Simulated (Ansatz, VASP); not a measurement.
**Hf in VASP and in Ansatz**

```
Hf
1.0
     3.16023    0.00000    0.00000
     0.00000    4.99622    0.00000
     0.00000    0.00000   24.12281
Hf
8
Direct
  0.00000 0.25000 0.31496
  0.50000 0.75000 0.35097
  0.50000 0.25000 0.42338
  0.00000 0.75000 0.46291
  0.00000 0.25000 0.53709
  0.50000 0.75000 0.57662
  0.50000 0.25000 0.64903
  0.00000 0.75000 0.68504
```

Alike in both runs: functional PBEsol; k mesh 11 × 7 × 1; occupations gaussian, width 0.1 eV; no spin polarisation.

Ansatz relaxed the structure, and its values are those at the end. VASP's run is a single point on that final structure, the one shown.

|  | VASP | Ansatz |
| --- | --- | --- |
| version | VASP 6.6.1 | Ansatz 0.2.0 |
| potentials or method | VASP PAW PBE potentials, release 64 (Hf_pv), cutoff 520 eV | scalar-relativistic, plane waves, PAW |
| valence electrons in the cell | 80 | 208 |

Ansatz gave:

| Item | Value |
| --- | --- |
| gap on the k mesh at the Fermi level (eV) | none |
| rms of the force components (eV/Å) | 0.004 |
| work function, face that differs most (eV) | 3.98 |

**Question.** What did VASP give for the same quantities?

**Answer.** gap on the k mesh at the Fermi level (eV): none; rms of the force components (eV/Å): 0.014; work function, face that differs most (eV): 3.98.

VASP's potentials were made for PBE, not for PBEsol. A gap of «none» marks a metal or a gap that the smearing closes. VASP's potentials hold 80 valence electrons a cell and Ansatz's 208, so a difference there can come from the potentials and not from the codes. Ansatz's warnings: xc potential rough in thin density.

Neither program's run includes spin-orbit coupling.
